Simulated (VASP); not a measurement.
# Pd (P6_3/mmc) in VASP: further runs

Aim: see how the results for Pd move with the level of theory and the settings. Levels: PBE, BLYP. Tasks: single point.

All numbers are computed with VASP 6.6.1; they aren't measurements. Logs are shortened: lines on timing, memory, paths and dates and some standing lists are left out, and cuts for length are marked.

### 1 The cell of the first run

The structure is hexagonal, space group P6_3/mmc (No. 194). Conventional cell: a = 2.865 Å, b = 2.865 Å, c = 4.764 Å, α = 90.00°, β = 90.00°, γ = 120.00°. Within 3.8 Å of Pd (site symmetry -6m2) lie 12 Pd at 2.86 to 2.90 Å.

### 2 Single point, PBE, collinear spin, ferromagnetic start

Input file INCAR:

```
SYSTEM = Pd
PREC = Accurate
ENCUT = 520
EDIFF = 1E-6
ISMEAR = 0
SIGMA = 0.1
LREAL = .FALSE.
LASPH = .TRUE.
NELM = 150
ALGO = Fast
ISIF = 2
LWAVE = .FALSE.
LCHARG = .FALSE.
ISPIN = 2
MAGMOM = 0.43 0.43
LORBIT = 11
LMAXMIX = 4
GGA = PE
NBANDS = 21
```

Input file KPOINTS:

```
Automatic mesh
0
G
  6 6 4
  0 0 0
```

Input file POSCAR:

```
Pd
1.0
    2.8647879113      0.0000000000      0.0000000000
   -1.4323939557      2.4809791077      0.0000000000
    0.0000000000      0.0000000000      4.7637903595
Pd
2
Direct
    0.6666666667      0.3333333333      0.7500000000
    0.3333333333      0.6666666667      0.2500000000
```

Potentials or basis: VASP PAW PBE potentials, release 64 (Pd).

The run is started by

```
> cat potpaw_PBE.64/Pd/POTCAR > POTCAR
> mpirun -np 1 vasp_std > vasp.out
```

OUTCAR:

```text
SYSTEM = Pd
   PREC = Accurate
   ENCUT = 520
   EDIFF = 1E-6
   ISMEAR = 0
   LREAL = .FALSE.
   LASPH = .TRUE.
   NELM = 150
   ISIF = 2
   ISPIN = 2
   LORBIT = 11
   GGA = PE

 ion  position               nearest neighbor table
   1  0.667  0.333  0.750-   2 2.90   2 2.90   2 2.90   2 2.90   2 2.90   2 2.90
   2  0.333  0.667  0.250-   1 2.90   1 2.90   1 2.90   1 2.90   1 2.90   1 2.90

  LATTYP: Found a hexagonal cell.
 ALAT       =     2.8647879113
 C/A-ratio  =     1.6628771508

  Lattice vectors:

 A1 = (   2.8647879113,   0.0000000000,   0.0000000000)
 A2 = (  -1.4323939557,   2.4809791077,   0.0000000000)
 A3 = (   0.0000000000,   0.0000000000,   4.7637903595)

Analysis of symmetry for initial positions (statically):
=====================================================================
 Subroutine PRICEL returns:
 Original cell was already a primitive cell.

 Routine SETGRP: Setting up the symmetry group for a
 hexagonal supercell.

 Subroutine GETGRP returns: Found 24 space group operations
 (whereof 12 operations were pure point group operations)
 out of a pool of 24 trial point group operations.

The static configuration has the point symmetry D_3d.
 The point group associated with its full space group is D_6h.

Analysis of symmetry for dynamics (positions and initial velocities):
=====================================================================
 Subroutine PRICEL returns:
 Original cell was already a primitive cell.

 Routine SETGRP: Setting up the symmetry group for a
 hexagonal supercell.

 Subroutine GETGRP returns: Found 24 space group operations
 (whereof 12 operations were pure point group operations)
 out of a pool of 24 trial point group operations.

The dynamic configuration has the point symmetry D_3d.
 The point group associated with its full space group is D_6h.

Analysis of structural, dynamic, and magnetic symmetry:
=====================================================================
 Subroutine PRICEL returns:
 Original cell was already a primitive cell.

 Routine SETGRP: Setting up the symmetry group for a
 hexagonal supercell.

 Subroutine GETGRP returns: Found 24 space group operations
 (whereof 12 operations were pure point group operations)
 out of a pool of 24 trial point group operations.

The overall configuration has the point symmetry D_3d.
 The point group associated with its full space group is D_6h.

 Subroutine INISYM returns: Found 24 space group operations
 (whereof 12 operations are pure point group operations),
 and found     1 'primitive' translations

----------------------------------------------------------------------------------------

                                     Primitive cell

  volume of cell :      33.8585

  direct lattice vectors                    reciprocal lattice vectors
     2.864787911  0.000000000  0.000000000     0.349065980  0.201533338  0.000000000
    -1.432393956  2.480979108  0.000000000     0.000000000  0.403066675  0.000000000
     0.000000000  0.000000000  4.763790359     0.000000000  0.000000000  0.209916878

  length of vectors
     2.864787911  2.864787911  4.763790359     0.403066675  0.403066675  0.209916878

  position of ions in fractional coordinates (direct lattice)
     0.666666667  0.333333333  0.750000000
     0.333333333  0.666666667  0.250000000

  ion indices of the primitive-cell ions
   primitive index   ion index
                 1           1
                 2           2

----------------------------------------------------------------------------------------

 KPOINTS: Automatic mesh

Automatic generation of k-mesh.
 Grid dimensions read from file:
 generate k-points for:    6    6    4

 Generating k-lattice:

  Cartesian coordinates                     Fractional coordinates (reciprocal lattice)
     0.058177663  0.033588890  0.000000000     0.166666667 -0.000000000  0.000000000
     0.000000000  0.067177779  0.000000000     0.000000000  0.166666667  0.000000000
     0.000000000  0.000000000  0.052479220     0.000000000  0.000000000  0.250000000

  Length of vectors
     0.067177779  0.067177779  0.052479220

  Shift w.r.t. Gamma in fractional coordinates (k-lattice)
     0.000000000  0.000000000  0.000000000

 Subroutine IBZKPT returns following result:
 ===========================================

 Found     21 irreducible k-points:

 Following reciprocal coordinates:
            Coordinates               Weight
  0.000000  0.000000  0.000000      1.000000
  0.166667  0.000000  0.000000      6.000000
  0.333333 -0.000000  0.000000      6.000000
  0.500000  0.000000  0.000000      3.000000
  0.166667  0.166667  0.000000      6.000000
  0.333333  0.166667  0.000000     12.000000
[... 13 lines left out ...]
  0.333333  0.166667  0.500000     12.000000
  0.333333  0.333333  0.500000      2.000000
   k-points           NKPTS =     21   k-points in BZ     NKDIM =     21   number of bands    NBANDS=     21
[... 90 lines left out ...]
      1       2.2518      1.00000
      2       3.6323      1.00000
      3       4.8032      1.00000
      4       5.3019      1.00000
      5       5.3899      1.00000
      6       5.6609      1.00000
[... 13 lines left out ...]
     20      30.9102      0.00000
     21      31.0466      0.00000

 k-point     3 :       0.3333   -0.0000    0.0000
  band No.  band energies     occupation
      1       3.4534      1.00000
      2       3.6588      1.00000
      3       4.1573      1.00000
      4       5.3114      1.00000
      5       5.4067      1.00000
      6       5.4162      1.00000
[... 13 lines left out ...]
     20      29.1835      0.00000
     21      32.0410      0.00000
[... 385 lines left out ...]
 k-point    20 :       0.3333    0.1667    0.5000
  band No.  band energies     occupation
      1       3.7318      1.00000
      2       3.7318      1.00000
      3       4.4537      1.00000
      4       4.4537      1.00000
      5       5.6453      1.00000
      6       5.6453      1.00000
[... 13 lines left out ...]
     20      29.2071      0.00000
     21      30.3716      0.00000

 k-point    21 :       0.3333    0.3333    0.5000
  band No.  band energies     occupation
      1       4.1792      1.00000
      2       4.1792      1.00000
      3       4.5894      1.00000
      4       4.5894      1.00000
      5       5.2557      1.00000
      6       5.2557      1.00000
[... 13 lines left out ...]
     20      27.0866      0.00000
     21      30.1674      0.00000
 Fermi energy:         7.6197330754

 spin component 2

 k-point     1 :       0.0000    0.0000    0.0000
  band No.  band energies     occupation
      1       1.5136      1.00000
      2       3.4071      1.00000
      3       5.4134      1.00000
      4       5.6064      1.00000
      5       5.6064      1.00000
      6       5.8912      1.00000
[... 13 lines left out ...]
     20      30.7918      0.00000
     21      31.0966      0.00000

 k-point     2 :       0.1667    0.0000    0.0000
  band No.  band energies     occupation
      1       2.2806      1.00000
      2       3.8739      1.00000
      3       5.1211      1.00000
      4       5.6372      1.00000
      5       5.6802      1.00000
      6       6.0075      1.00000
[... 13 lines left out ...]
     20      30.9962      0.00000
     21      31.2054      0.00000

 k-point     3 :       0.3333   -0.0000    0.0000
  band No.  band energies     occupation
      1       3.6194      1.00000
      2       3.9140      1.00000
      3       4.4180      1.00000
      4       5.5416      1.00000
      5       5.7372      1.00000
      6       5.7374      1.00000
[... 13 lines left out ...]
     20      29.2667      0.00000
     21      32.0937      0.00000
[... 385 lines left out ...]
 k-point    20 :       0.3333    0.1667    0.5000
  band No.  band energies     occupation
      1       3.9752      1.00000
      2       3.9752      1.00000
      3       4.7495      1.00000
      4       4.7495      1.00000
      5       5.9407      1.00000
      6       5.9407      1.00000
[... 13 lines left out ...]
     20      29.2469      0.00000
     21      30.4326      0.00000

 k-point    21 :       0.3333    0.3333    0.5000
  band No.  band energies     occupation
      1       4.4604      1.00000
      2       4.4604      1.00000
      3       4.8493      1.00000
      4       4.8493      1.00000
      5       5.5338      1.00000
      6       5.5338      1.00000
[... 13 lines left out ...]
     20      27.1120      0.00000
     21      30.2075      0.00000

------------------------ aborting loop because EDIFF is reached ----------------------------------------

  FORCE on cell =-STRESS in cart. coord.  units (eV):
  Direction    XX          YY          ZZ          XY          YZ          ZX
  --------------------------------------------------------------------------------------
  -------------------------------------------------------------------------------------
  Total       -2.4919582     -2.4919582     -2.8216877      0.0000000     -0.0000000      0.0000000
  in kB     -117.9188176   -117.9188176   -133.5215295      0.0000000     -0.0000000      0.0000000
  external PRESSURE =    -123.1197216 kB  Pullay stress =       0.0000000 kB

 VOLUME and BASIS-vectors are now :
 -----------------------------------------------------------------------------
  energy-cutoff  :      520.00
  volume of cell :       33.86
      direct lattice vectors                 reciprocal lattice vectors
     2.864787911  0.000000000  0.000000000     0.349065980  0.201533338  0.000000000
    -1.432393956  2.480979108  0.000000000     0.000000000  0.403066675  0.000000000
     0.000000000  0.000000000  4.763790359     0.000000000  0.000000000  0.209916878

 POSITION                                       TOTAL-FORCE (eV/Angst)
 -----------------------------------------------------------------------------------
      1.43239      0.82699      3.57284        -0.000000      0.000000      0.000000
     -0.00000      1.65399      1.19095         0.000000      0.000000      0.000000
 -----------------------------------------------------------------------------------
    total drift:                                0.000000     -0.000000      0.000000

  FREE ENERGIE OF THE ION-ELECTRON SYSTEM (eV)
  ---------------------------------------------------
  free  energy   TOTEN  =       -10.2725154881 eV

  energy  without entropy=      -10.2537550242  energy(sigma->0) =      -10.26313526

 total charge

# of ion       s       p       d       tot
------------------------------------------
    1        0.428   0.356   8.408   9.192
    2        0.428   0.356   8.408   9.192
--------------------------------------------------
tot          0.856   0.711  16.816  18.383

 magnetization (x)

# of ion       s       p       d       tot
------------------------------------------
    1       -0.002  -0.009   0.495   0.484
    2       -0.002  -0.009   0.495   0.484
--------------------------------------------------
tot         -0.003  -0.019   0.990   0.968
```

It took 15 s on 1 thread of Intel Xeon 6975P-C (Granite Rapids), shared host; peak memory 0.17 GiB.

Results:

| Quantity | Value |
| --- | --- |
| Free energy | -10.2725 eV |
| Pressure | -12.3 GPa |
| Net moment | 0.96 μB per cell |
| Site moments | Pd +0.48 μB |
| Valence electrons inside the program's atomic spheres | Pd 9.19 |

Stress tensor (GPa, compression positive):
```
-11.79   0.00   0.00
  0.00 -11.79   0.00
  0.00   0.00 -13.35
```

Levels at points of the mesh, in eV from the Fermi level:
Spin up:
```tsv
k point	band 6	band 7	band 8	band 9	band 10	band 11	band 12	band 13	band 14	band 15
(0.00, 0.00, 0.00)	-2.08	-2.08	-1.56	-1.56	-0.42	-0.42	1.17	5.94	16.94	18.41
(0.50, 0.00, 0.00)	-1.91	-1.49	-0.21	-0.20	-0.05	2.36	4.01	8.88	9.18	11.66
(0.00, 0.00, 0.50)	-2.39	-2.39	-2.39	-0.78	-0.78	-0.78	-0.78	12.97	12.97	17.32
(0.50, 0.00, 0.50)	-1.44	-0.55	-0.55	-0.11	-0.11	2.66	2.66	7.16	7.16	15.61
```
Spin down:
```
           k point  band 8  band 9  band 10  band 11  band 12  band 13
(0.00, 0.00, 0.00)   -1.21   -1.21    -0.04    -0.04     1.17     6.16
(0.50, 0.00, 0.00)    0.17    0.20     0.35     2.52     4.19     8.97
(0.00, 0.00, 0.50)   -2.06   -0.42    -0.42    -0.42    -0.42    13.06
(0.50, 0.00, 0.50)   -0.20    0.29     0.29     2.71     2.71     7.35
```

Caveat: the k points lie up to 0.42 Å⁻¹ apart.

### 3 Single point, PBE, collinear spin, ferromagnetic start

This run uses another cell than the first one, of 22.21 Å³/atom, 1.312 times its volume.

Input file INCAR:

```
SYSTEM = Pd
PREC     = Accurate       ! precision mode
ENCUT    = 520            ! plane-wave cutoff, eV
EDIFF    = 1E-7           ! SCF threshold, eV
ISMEAR   = 0              ! smearing method
SIGMA    = 0.1            ! smearing width, eV
LREAL    = .False.        ! projectors in reciprocal space
LASPH    = .True.         ! aspherical terms in the spheres
NELM     = 150            ! most SCF steps
ALGO     = Fast           ! electronic algorithm
ISIF     = 2              ! what is computed and relaxed
LWAVE    = .False.        ! write WAVECAR
LCHARG   = .True.         ! write CHGCAR
ISPIN    = 2              ! spin polarisation
MAGMOM   = 0.43 0.43      ! initial moments
LORBIT   = 11             ! projections on sites
LMAXMIX  = 4              ! l up to which the mixer works
GGA      = PE             ! functional
LELF     = .True.         ! ELF
LVHAR    = .True.       
NBANDS   = 21             ! bands
```

Input file KPOINTS:

```
Automatic mesh
0
Gamma
  6 6 4
  0 0 0
```

Input file POSCAR:

```
Pd
1.0
    3.1361415418      0.0000000000      0.0000000000
   -1.5680707709      2.7159782451      0.0000000000
    0.0000000000      0.0000000000      5.2150181114
Pd
2
Direct
    0.6666666667      0.3333333333      0.7500000000
    0.3333333333      0.6666666667      0.2500000000
```

Potentials or basis: VASP PAW PBE potentials, release 64 (Pd).

The run is started by

```
> cat potpaw_PBE.64/Pd/POTCAR > POTCAR
> mpirun -np 1 vasp_std > vasp.out
```

Run time: 19 s. Hardware: 1 thread of Intel Xeon 6975P-C (Granite Rapids), shared host; peak memory 0.18 GiB.

It converged, with:

* Free energy: -9.0027 eV
* Pressure: -21.6 GPa
* Net moment: 1.01 μB per cell
* Site moments: Pd +0.52 μB
* Valence electrons inside the program's atomic spheres: Pd 8.92

Stress tensor (GPa, compression positive):
```
-21.50   0.00   0.00
  0.00 -21.50   0.00
  0.00   0.00 -21.83
```

Levels at points of the mesh, in eV from the Fermi level:
Spin up:
```csv
k point,band 7,band 8,band 9,band 10,band 11,band 12,band 13,band 14
"(0.00, 0.00, 0.00)",-1.47,-1.13,-1.13,-0.40,-0.40,1.67,4.37,16.02
"(0.50, 0.00, 0.00)",-0.97,-0.29,-0.29,-0.19,2.14,3.16,7.46,7.88
"(0.00, 0.00, 0.50)",-1.64,-1.64,-0.64,-0.64,-0.64,-0.64,10.86,10.86
"(0.50, 0.00, 0.50)",-0.46,-0.46,-0.23,-0.23,2.71,2.71,5.46,5.46
```
Spin down:
```csv
k point,band 6,band 7,band 8,band 9,band 10,band 11,band 12,band 13,band 14,band 15
"(0.00, 0.00, 0.00)",-1.10,-1.10,-0.78,-0.78,-0.04,-0.04,1.67,4.58,15.97,17.11
"(0.50, 0.00, 0.00)",-0.98,-0.67,0.08,0.12,0.21,2.26,3.34,7.54,7.95,9.29
"(0.00, 0.00, 0.50)",-1.31,-1.31,-1.31,-0.28,-0.28,-0.28,-0.28,10.95,10.95,16.25
"(0.50, 0.00, 0.50)",-0.69,-0.08,-0.08,0.18,0.18,2.74,2.74,5.63,5.63,13.52
```

Caveat: the k points lie up to 0.39 Å⁻¹ apart.

### 4 Single point, BLYP, collinear spin, ferromagnetic start

This run uses another cell than the first one, of 15.53 Å³/atom, 0.917 times its volume.

Input file INCAR:

```
SYSTEM = Pd
AGGAC = 1.0
AGGAX = 1.0
ALDAC = 0.0
ALDAX = 1.0
ALGO = Normal
EDIFF = 1E-6
ENCUT = 540
GGA = B5
GGA_COMPAT = .FALSE.
ISIF = 2
ISMEAR = 0
ISPIN = 2
ISYM = 0
LASPH = .TRUE.
LCHARG = .FALSE.
LMAXMIX = 4
LORBIT = 11
LREAL = .FALSE.
LWAVE = .FALSE.
MAGMOM = 0.43 0.43
NBANDS = 29
NELM = 200
PREC = Accurate
SIGMA = 0.1
```

Input file KPOINTS:

```
k-points
0
G
  4 2 4
  0 0 0
```

Input file POSCAR:

```
Pd
1.0
    2.7836650458      0.0000000000      0.0000000000
   -1.3918325229      2.4107246453      0.0000000000
    0.0000000000      0.0000000000      4.6288930000
Pd
2
Direct
    0.6666666667      0.3333333333      0.7500000000
    0.3333333333      0.6666666667      0.2500000000
```

Potentials or basis: VASP PAW PBE potentials, release 64 (Pd_sv_GW).

The run is started by

```
> cat potpaw_PBE.64/Pd_sv_GW/POTCAR > POTCAR
> mpirun -np 1 vasp_std > vasp.out
```

Run time: 56 s. Hardware: 1 thread of Intel Xeon Platinum 8488C (Sapphire Rapids), shared host; peak memory 0.18 GiB.

The run converged. Its results:

* Free energy: -5.4188 eV
* Pressure: 13.1 GPa
* Largest force: 0.296 eV/Å
* Net moment: 0.87 μB per cell
* Site moments: Pd +0.44 μB
* Valence electrons inside the program's atomic spheres: Pd 15.71

Forces on the atoms (eV/Å):
```
Pd   0.257  0.148  0.000
Pd  -0.257 -0.148  0.000
```

Stress tensor (GPa, compression positive):
```
10.51 -3.35  0.00
-3.35 14.38  0.00
 0.00  0.00 14.28
```

Levels at points of the mesh, in eV from the Fermi level:
Spin up:
```tsv
k point	band 14	band 15	band 16	band 17	band 18	band 19	band 20	band 21	band 22	band 23
(0.00, 0.00, 0.00)	-2.72	-2.66	-1.86	-1.82	-0.53	-0.49	0.98	6.38	16.93	18.45
(0.50, 0.00, 0.00)	-2.31	-1.78	-0.45	-0.28	-0.28	2.38	4.16	9.09	9.59	12.20
(0.00, 0.50, 0.00)	-2.25	-1.85	-0.51	-0.33	-0.25	2.30	4.09	9.05	9.62	12.20
(0.50, 0.50, 0.00)	-2.25	-1.85	-0.51	-0.33	-0.25	2.30	4.09	9.05	9.62	12.20
(0.00, 0.00, 0.50)	-3.00	-2.83	-2.83	-0.98	-0.98	-0.95	-0.95	13.58	13.58	17.32
(0.50, 0.00, 0.50)	-1.73	-0.65	-0.65	-0.35	-0.35	2.55	2.55	7.59	7.59	15.94
(0.00, 0.50, 0.50)	-1.71	-0.71	-0.71	-0.39	-0.39	2.50	2.50	7.58	7.58	15.94
(0.50, 0.50, 0.50)	-1.71	-0.71	-0.71	-0.39	-0.39	2.50	2.50	7.58	7.58	15.94
```
Spin down:
```tsv
k point	band 14	band 15	band 16	band 17	band 18	band 19	band 20	band 21
(0.00, 0.00, 0.00)	-2.30	-2.30	-1.64	-1.57	-0.28	-0.21	0.97	6.55
(0.50, 0.00, 0.00)	-2.01	-1.61	-0.05	-0.03	0.13	2.54	4.32	9.19
(0.00, 0.50, 0.00)	-1.99	-1.64	-0.04	0.02	0.15	2.49	4.28	9.16
(0.50, 0.50, 0.00)	-1.99	-1.64	-0.04	0.02	0.15	2.49	4.28	9.16
(0.00, 0.00, 0.50)	-2.67	-2.65	-2.65	-0.72	-0.72	-0.66	-0.66	13.65
(0.50, 0.00, 0.50)	-1.51	-0.39	-0.39	0.06	0.06	2.60	2.60	7.77
(0.00, 0.50, 0.50)	-1.46	-0.41	-0.41	0.07	0.08	2.57	2.57	7.75
(0.50, 0.50, 0.50)	-1.46	-0.41	-0.41	0.07	0.08	2.57	2.57	7.75
```

Caveat: the k points lie up to 1.30 Å⁻¹ apart; the PAW data sets were made with another functional, which shifts forces and pressure a little.

### 5 Summary

```tsv
level	potentials or basis	cell	k mesh	cutoff (eV)	second run	gap on the mesh (eV)	pressure (GPa)	moment (μB)
PBE	VASP PAW PBE potentials, release 64 (Pd)	a = 2.865, b = 2.865, c = 4.764 Å, angles 90.0, 90.0, 120.0°, 2 atoms	6 × 6 × 4	520	-	none	-12.3	0.96
PBE	VASP PAW PBE potentials, release 64 (Pd)	a = 3.136, b = 3.136, c = 5.215 Å, angles 90.0, 90.0, 120.0°, 2 atoms	6 × 6 × 4	520	-	none	-21.6	1.01
BLYP	VASP PAW PBE potentials, release 64 (Pd_sv_GW)	a = 2.784, b = 2.784, c = 4.629 Å, angles 90.0, 90.0, 120.0°, 2 atoms	4 × 2 × 4	540	valence_matched	none	13.1	0.87
```

Alike in all rows: task single point; spin collinear, ferromagnetic start; smearing gaussian 0.1 eV.

Caveats: all runs use coarse meshes; the PAW data sets were made with another functional, which shifts forces and pressure a little (some runs).

Total energies depend on the potentials used, so only differences within one code and one set of settings carry meaning.
